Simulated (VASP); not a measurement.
# SnO2 (Pnnm) in VASP: a series of runs

SnO2 is run at these levels: LDA; tasks: single point.

All numbers are computed with VASP 6.6.1; they aren't measurements. Logs are shortened: lines on timing, memory, paths and dates and some standing lists are left out, and cuts for length are marked.

## 1. The cell of the first run

The structure is orthorhombic, space group Pnnm (No. 58). The conventional cell has a = 4.721 Å, b = 4.724 Å, c = 3.190 Å, α = 90.00°, β = 90.00°, γ = 90.00°. Sn (site symmetry 2/m) has 6 O at 2.05 to 2.06 Å within 2.7 Å. O (site symmetry m) has 3 Sn at 2.05 to 2.06 Å and 1 O at 2.61 Å within 2.7 Å.

## 2. Single point, LDA (atoms displaced along a vibrational mode)

INCAR

```
PREC     = Accurate       # precision mode
ENCUT    = 520            # plane-wave cutoff, eV
EDIFF    = 1E-6           # SCF threshold, eV
ISMEAR   = 0              # smearing method
SIGMA    = 0.05           # smearing width, eV
LREAL    = False          # projectors in reciprocal space
LASPH    = True           # aspherical terms in the spheres
NELM     = 60             # most SCF steps
ALGO     = Normal         # electronic algorithm
ISIF     = 2              # what is computed and relaxed
LWAVE    = False          # write WAVECAR
LCHARG   = True           # write CHGCAR
LELF     = True           # ELF
LVHAR    = True         
NBANDS   = 35             # bands
```

KPOINTS

```
regular mesh
0
Gamma
  6 6 8
```

POSCAR

```
SnO2
1.0
    4.7212714761      0.0000000000      0.0000000000
    0.0000000000      4.7242464798      0.0000000000
    0.0000000000      0.0000000000      3.1900193999
Sn O
2 4
Direct
    0.5000000000      0.5000000000      0.5000000000
    0.0000000000      0.0000000000      0.0000000000
    0.2831099194      0.3290320383      0.0000000000
    0.7831099194      0.1709679617      0.5000000000
    0.2168900806      0.8290320383      0.5000000000
    0.7168900806      0.6709679617      0.0000000000
```

Potentials or basis: VASP PAW LDA potentials, release 64 (Sn_d, O).

Started as:

```bash
> cat potpaw_LDA.64/Sn_d/POTCAR potpaw_LDA.64/O/POTCAR > POTCAR
> mpirun -np 1 vasp_std > vasp.out
```

OUTCAR:

```text
PREC = Accurate
   ENCUT = 520
   EDIFF = 1E-6
   ISMEAR = 0
   LREAL = False
   LASPH = True
   NELM = 60
   ISIF = 2

 ion  position               nearest neighbor table
   1  0.500  0.500  0.500-   4 2.05   5 2.05   3 2.06   6 2.06   3 2.06   6 2.06   2 3.70   2 3.70
                             2 3.70   2 3.70   2 3.70   2 3.70   2 3.70   2 3.70
   2  0.000  0.000  0.000-   3 2.05   6 2.05   5 2.06   4 2.06   4 2.06   5 2.06   1 3.70   1 3.70
                             1 3.70   1 3.70   1 3.70   1 3.70   1 3.70   1 3.70
   3  0.283  0.329  0.000-   2 2.05   1 2.06   1 2.06
   4  0.783  0.171  0.500-   1 2.05   2 2.06   2 2.06
   5  0.217  0.829  0.500-   1 2.05   2 2.06   2 2.06
   6  0.717  0.671  0.000-   2 2.05   1 2.06   1 2.06

  LATTYP: Found a simple orthorhombic cell.
 ALAT       =     3.1900193999
 B/A-ratio  =     1.4800134056
 C/A-ratio  =     1.4809460030

  Lattice vectors:

 A1 = (   0.0000000000,   0.0000000000,   3.1900193999)
 A2 = (   4.7212714761,   0.0000000000,   0.0000000000)
 A3 = (   0.0000000000,   4.7242464798,   0.0000000000)

Analysis of symmetry for initial positions (statically):
=====================================================================
 Subroutine PRICEL returns:
 Original cell was already a primitive cell.

 Routine SETGRP: Setting up the symmetry group for a
 simple orthorhombic supercell.

 Subroutine GETGRP returns: Found  8 space group operations
 (whereof  4 operations were pure point group operations)
 out of a pool of  8 trial point group operations.

The static configuration has the point symmetry C_2h.
 The point group associated with its full space group is D_2h.

Analysis of symmetry for dynamics (positions and initial velocities):
=====================================================================
 Subroutine PRICEL returns:
 Original cell was already a primitive cell.

 Routine SETGRP: Setting up the symmetry group for a
 simple orthorhombic supercell.

 Subroutine GETGRP returns: Found  8 space group operations
 (whereof  4 operations were pure point group operations)
 out of a pool of  8 trial point group operations.

The dynamic configuration has the point symmetry C_2h.
 The point group associated with its full space group is D_2h.

 Subroutine INISYM returns: Found  8 space group operations
 (whereof  4 operations are pure point group operations),
 and found     1 'primitive' translations

----------------------------------------------------------------------------------------

                                     Primitive cell

  volume of cell :      71.1516

  direct lattice vectors                    reciprocal lattice vectors
     4.721271476  0.000000000  0.000000000     0.211807350  0.000000000  0.000000000
     0.000000000  4.724246480  0.000000000     0.000000000  0.211673968  0.000000000
     0.000000000  0.000000000  3.190019400     0.000000000  0.000000000  0.313477717

  length of vectors
     4.721271476  4.724246480  3.190019400     0.211807350  0.211673968  0.313477717

  position of ions in fractional coordinates (direct lattice)
     0.500000000  0.500000000  0.500000000
     0.000000000  0.000000000  0.000000000
     0.283109919  0.329032038  0.000000000
     0.783109919  0.170967962  0.500000000
     0.216890081  0.829032038  0.500000000
     0.716890081  0.670967962  0.000000000

  ion indices of the primitive-cell ions
   primitive index   ion index
                 1           1
                 2           2
                 3           3
                 4           4
                 5           5
                 6           6

----------------------------------------------------------------------------------------

 KPOINTS: regular mesh

Automatic generation of k-mesh.
 Grid dimensions read from file:
 generate k-points for:    6    6    8

 Generating k-lattice:

  Cartesian coordinates                     Fractional coordinates (reciprocal lattice)
     0.035301225  0.000000000  0.000000000     0.166666667  0.000000000  0.000000000
     0.000000000  0.035278995  0.000000000     0.000000000  0.166666667  0.000000000
     0.000000000  0.000000000  0.039184715     0.000000000  0.000000000  0.125000000

  Length of vectors
     0.035301225  0.035278995  0.039184715

  Shift w.r.t. Gamma in fractional coordinates (k-lattice)
     0.000000000  0.000000000  0.000000000

 Subroutine IBZKPT returns following result:
 ===========================================

 Found     80 irreducible k-points:

 Following reciprocal coordinates:
            Coordinates               Weight
  0.000000  0.000000  0.000000      1.000000
  0.166667  0.000000  0.000000      2.000000
  0.333333  0.000000  0.000000      2.000000
  0.500000  0.000000  0.000000      1.000000
  0.000000  0.166667  0.000000      2.000000
  0.166667  0.166667  0.000000      4.000000
[... 16 lines left out ...]
  0.333333  0.166667  0.125000      8.000000
  0.500000  0.166667  0.125000      4.000000
 [... further k-points ...]
   k-points           NKPTS =     80   k-points in BZ     NKDIM =     80   number of bands    NBANDS=     35
   number of dos      NEDOS =    301   number of ions     NIONS =      6
   total plane-waves  NPLWV =  31104
   dimension x,y,z NGX =    36 NGY =   36 NGZ =   24
   dimension x,y,z NGXF=    72 NGYF=   72 NGZF=   48
   ions per type =               2   4
   NGX,Y,Z   is equivalent  to a cutoff of  12.68, 12.67, 12.51 a.u.
   NGXF,Y,Z  is equivalent  to a cutoff of  25.35, 25.34, 25.01 a.u.
 SYSTEM =  unknown system
   PREC   = accura    normal or accurate (medium, high low for compatibility)
   ISTART =      0    job   : 0-new  1-cont  2-samecut
   ICHARG =      2    charge: 1-file 2-atom 10-const
   ISPIN  =      1    spin polarized calculation?
   LNONCOLLINEAR =      F non collinear calculations
   LSORBIT =      F    spin-orbit coupling
   LASPH  =      T    aspherical Exc in radial PAW
   ENCUT  =  520.0 eV  38.22 Ry    6.18 a.u.   8.78  8.78  5.93*2*pi/ulx,y,z
   NELM   =     60;   NELMIN=  2; NELMDL= -5     # of ELM steps
   EDIFF  = 0.1E-05   stopping-criterion for ELM
   LREAL  =      F    real-space projection
   EDIFFG = 0.1E-04   stopping-criterion for IOM
   NSW    =      0    number of steps for IOM
   IBRION =     -1    ionic relax: 0-MD 1-quasi-New 2-CG
   NFREE  =      0    steps in history (QN), initial steepest desc. (CG)
   ISIF   =      2    stress and relaxation
   ISYM   =      2    0-nonsym 1-usesym 2-fastsym
   POTIM  = 0.5000    time-step for ionic-motion
   TEBEG  =    0.0;   TEEND  =   0.0 temperature during run
   PSTRESS=    0.0 pullay stress
   NELECT =      52.0000    total number of electrons
   NUPDOWN=      -1.0000    fix difference up-down
   EMIN   =  10.00;   EMAX   =-10.00  energy-range for DOS
   EFERMI =   0.00;   METHOD = LEGACY
   ISMEAR =     0;   SIGMA  =   0.05  broadening in eV -4-tet -1-fermi 0-gaus
   EFERMI_NEDOS =   21; number of points for ismear=-14 and -15
   IALGO  =     38    algorithm
   IMIX   =      4    mixing-type and parameters
     AMIX     =   0.40;   BMIX     =  1.00
     AMIX_MAG =   1.60;   BMIX_MAG =  1.00
  volume/ion in A,a.u.               =      11.86        80.03
  Fermi-wavevector in a.u.,A,eV,Ry     =   1.474623  2.786633 29.586045  2.174513
  Thomas-Fermi vector in A             =   2.589372
   LORBIT       =      0    0 simple, 1 ext, 2 COOP (PROOUT), +10 PAW based schemes
   GGA     = CA    functional components
   LHFCALC =     F    Hartree Fock is set to
   AEXX    =    0.0000 exact exchange contribution
   IVDW    =     0    specifies the selected vdW correction
   LEPSILON=     F    determine dielectric tensor
   LRPA    =     F    only Hartree local field effects (RPA)
 non-spin polarized calculation
 Gauss-broadening in eV      SIGMA  =   0.05
  energy-cutoff  :      520.00
  volume of cell :       71.15
 maximum number of plane-waves:      1944
 NGX is ok and might be reduce to    36
   NGX = 17   NGY = 17   NGZ = 11

 number of electron      51.9999985 magnetization

 Free energy of the ion-electron system (eV)
  ---------------------------------------------------
  ext. energy  EPLUGINS =         0.00000000
  ---------------------------------------------------
  free energy    TOTEN  =       -42.24873422 eV

  energy without entropy =      -42.24873422  energy(sigma->0) =      -42.24873422

 E-fermi :   6.0214     XC(G=0): -11.8413

 val. band max:        5.7895423444   @ k =   0.0000   0.0000   0.0000
 cond. band min:       7.1370965023   @ k =   0.0000   0.0000   0.0000
 fundamental gap:      1.3475541580
 Fermi energy:         6.0214079759

 k-point     1 :       0.0000    0.0000    0.0000
  band No.  band energies     occupation
      1     -15.0621      2.00000
      2     -14.2966      2.00000
      3     -14.0369      2.00000
      4     -14.0184      2.00000
      5     -14.0087      2.00000
      6     -13.9344      2.00000
[... 27 lines left out ...]
     34      17.9270      0.00000
     35      18.1938      0.00000

 k-point     2 :       0.1667    0.0000    0.0000
  band No.  band energies     occupation
      1     -15.0190      2.00000
      2     -14.3435      2.00000
      3     -14.0359      2.00000
      4     -14.0159      2.00000
      5     -14.0073      2.00000
      6     -13.9685      2.00000
[... 27 lines left out ...]
     34      17.9904      0.00000
     35      18.1305      0.00000

 k-point     3 :       0.3333    0.0000    0.0000
  band No.  band energies     occupation
      1     -14.8948      2.00000
      2     -14.4967      2.00000
      3     -14.0332      2.00000
      4     -14.0113      2.00000
      5     -14.0101      2.00000
      6     -14.0049      2.00000
[... 27 lines left out ...]
     34      18.2402      0.00000
     35      18.3283      0.00000
[... 723 lines left out ...]
 k-point    23 :       0.3333    0.1667    0.1250
  band No.  band energies     occupation
      1     -14.8294      2.00000
      2     -14.5154      2.00000
      3     -14.1582      2.00000
      4     -14.1502      2.00000
      5     -13.9893      2.00000
      6     -13.9474      2.00000
[... 27 lines left out ...]
     34      18.0015      0.00000
     35      18.5422      0.00000

 k-point    24 :       0.5000    0.1667    0.1250
  band No.  band energies     occupation
      1     -14.6864      2.00000
      2     -14.6864      2.00000
      3     -14.1552      2.00000
      4     -14.1552      2.00000
      5     -13.9689      2.00000
      6     -13.9689      2.00000
[... 27 lines left out ...]
     34      18.0554      0.00000
     35      18.4693      0.00000

 [... further k-points ...]
[... 5 lines left out ...]
  --------------------------------------------------------------------------------------
  -------------------------------------------------------------------------------------
  Total       -0.4781487      0.2385777      0.0459523      0.0000000      0.0000000      0.0000000
  in kB      -10.7668516      5.3722429      1.0347451      0.0000000      0.0000000      0.0000000
  external PRESSURE =      -1.4532878 kB  Pullay stress =       0.0000000 kB

 VOLUME and BASIS-vectors are now :
 -----------------------------------------------------------------------------
  energy-cutoff  :      520.00
  volume of cell :       71.15
      direct lattice vectors                 reciprocal lattice vectors
     4.721271476  0.000000000  0.000000000     0.211807350  0.000000000  0.000000000
     0.000000000  4.724246480  0.000000000     0.000000000  0.211673968  0.000000000
     0.000000000  0.000000000  3.190019400     0.000000000  0.000000000  0.313477717

 POSITION                                       TOTAL-FORCE (eV/Angst)
 -----------------------------------------------------------------------------------
      2.36064      2.36212      1.59501         0.000000      0.000000      0.000000
      0.00000      0.00000      0.00000         0.000000      0.000000      0.000000
      1.33664      1.55443      0.00000         0.111272     -0.055647      0.000000
      3.69727      0.80769      1.59501         0.111272      0.055647     -0.000000
      1.02400      3.91655      1.59501        -0.111272     -0.055647      0.000000
      3.38463      3.16982      0.00000        -0.111272      0.055647      0.000000
 -----------------------------------------------------------------------------------
    total drift:                                0.000000      0.000000      0.000000

  FREE ENERGIE OF THE ION-ELECTRON SYSTEM (eV)
  ---------------------------------------------------
  free  energy   TOTEN  =       -42.2487342170 eV

  energy  without entropy=      -42.2487342170  energy(sigma->0) =      -42.24873422
```

Wall time 86 s (1 thread of AMD EPYC 9R45 (Zen 5), shared host); peak memory 0.23 GiB.

What came out:

| Property | Result |
| --- | --- |
| Free energy | -42.2487 eV |
| Pressure | -0.1 GPa |
| Largest force | 0.124 eV/Å |
| Band gap on the k mesh | 1.35 eV |

Forces on the atoms (eV/Å):
```
Sn   0.000  0.000  0.000
Sn   0.000  0.000  0.000
O    0.111 -0.056  0.000
O    0.111  0.056  0.000
O   -0.111 -0.056  0.000
O   -0.111  0.056  0.000
```

Caveat: the cell differs from its parent crystal (atoms displaced along a vibrational mode); spin-orbit coupling is left out, which moves the levels of the heavy elements.

## 3. Single point, LDA (atoms displaced along a vibrational mode)

INCAR

```
SYSTEM = SnO2
PREC = Accurate ; ENCUT = 520
EDIFF = 1E-6 ; ISMEAR = 0
SIGMA = 0.05 ; LREAL = .False.
LASPH = .True. ; NELM = 60
ALGO = Normal ; ISIF = 2
LWAVE = .False. ; LCHARG = .False.
GGA = CA ; NBANDS = 35
```

KPOINTS

```
Automatic mesh
0
Gamma
  6 6 8
  0 0 0
```

POSCAR

```
SnO2
1.0
    4.7212714761      0.0000000000      0.0000000000
    0.0000000000      4.7242464798      0.0000000000
    0.0000000000      0.0000000000      3.1900193999
Sn O
2 4
Direct
    0.5000000000      0.5000000000      0.5000000000
    0.0000000000      0.0000000000      0.0000000000
    0.3317668591      0.2803688802      0.0000000000
    0.8317668591      0.2196311198      0.5000000000
    0.1682331409      0.7803688802      0.5000000000
    0.6682331409      0.7196311198      0.0000000000
```

Potentials or basis: VASP PAW LDA potentials, release 64 (Sn_d, O).

Started as:

```bash
> cat potpaw_LDA.64/Sn_d/POTCAR potpaw_LDA.64/O/POTCAR > POTCAR
> mpirun -np 1 vasp_std > vasp.out
```

Run time: 98 s. Hardware: 1 thread of AMD EPYC 9R45 (Zen 5), shared host; peak memory 0.23 GiB.

The run converged. Its results:

```
Free energy            : -42.2387 eV
Pressure               : -0.4 GPa
Largest force          : 0.154 eV/Å
Band gap on the k mesh : 1.37 eV
```

Forces in eV/Å, atoms in the order of the input:
```
Sn   0.000  0.000  0.000
Sn   0.000  0.000  0.000
O   -0.058  0.143  0.000
O   -0.058 -0.143  0.000
O    0.058  0.143  0.000
O    0.058 -0.143  0.000
```

Stress tensor (GPa, compression positive):
```
 0.39  0.00  0.00
 0.00 -1.52  0.00
 0.00  0.00 -0.22
```

Levels at points of the mesh, in eV from the valence-band top:
| k point | band 23 | band 24 | band 25 | band 26 | band 27 | band 28 | band 29 | band 30 |
| --- | --- | --- | --- | --- | --- | --- | --- | --- |
| (0.00, 0.00, 0.00) | -0.99 | -0.63 | -0.50 | 0.00 | 1.37 | 6.04 | 6.23 | 6.35 |
| (0.50, 0.00, 0.00) | -1.04 | -1.04 | -0.57 | -0.57 | 4.58 | 4.58 | 7.42 | 7.42 |
| (0.00, 0.50, 0.00) | -1.04 | -1.04 | -0.28 | -0.28 | 4.27 | 4.27 | 6.57 | 6.57 |
| (0.50, 0.50, 0.00) | -1.18 | -1.18 | -0.67 | -0.67 | 4.88 | 4.88 | 7.40 | 7.40 |
| (0.00, 0.00, 0.50) | -1.56 | -1.56 | -0.97 | -0.97 | 6.11 | 6.11 | 9.60 | 9.60 |
| (0.50, 0.00, 0.50) | -1.11 | -1.11 | -0.44 | -0.44 | 6.28 | 6.28 | 7.80 | 7.80 |
| (0.00, 0.50, 0.50) | -0.81 | -0.81 | -0.71 | -0.71 | 6.45 | 6.45 | 8.16 | 8.16 |
| (0.50, 0.50, 0.50) | -0.84 | -0.84 | -0.59 | -0.59 | 4.82 | 4.82 | 8.83 | 8.83 |

Caveat: the cell differs from its parent crystal (atoms displaced along a vibrational mode); spin-orbit coupling is left out, which moves the levels of the heavy elements.
